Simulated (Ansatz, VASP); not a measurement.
Hf: VASP beside Ansatz

```xyz
1
Lattice="-1.5768 1.5768 2.3652 1.5768 -1.5768 2.3652 1.5768 1.5768 -2.3652" Properties=species:S:1:pos:R:3 pbc="T T T"
Hf    0.0000    0.0000    0.0000
```

Alike in both runs: task single point; functional r2SCAN; k mesh 20 × 20 × 20; occupations gaussian, width 0.15 eV; no spin polarisation.

```csv
,VASP,Ansatz
version,VASP 6.6.1,Ansatz 0.2.0
potentials or method,"VASP PAW PBE potentials, release 64 (Hf_pv), cutoff 520 eV","scalar-relativistic, plane waves, PAW"
valence electrons in the cell,10,26
```

|  | VASP | Ansatz | Ansatz less VASP |
| --- | --- | --- | --- |
| gap on the k mesh at the Fermi level (eV) | none | none | - |
| pressure (GPa) | -5.0 | -4.5 | +0.54 |
| traceless stress, the component that is largest in VASP (GPa) | -2.17 | -2.16 | +0.009 |

VASP's potentials were made for PBE, not for r2SCAN. A gap of «none» marks a metal or a gap that the smearing closes. With one functional, cell and mesh, what is left measures potentials, basis and numerics. VASP's potentials hold 10 valence electrons a cell and Ansatz's 26, so a difference there can come from the potentials and not from the codes.

Spin-orbit coupling is off throughout.
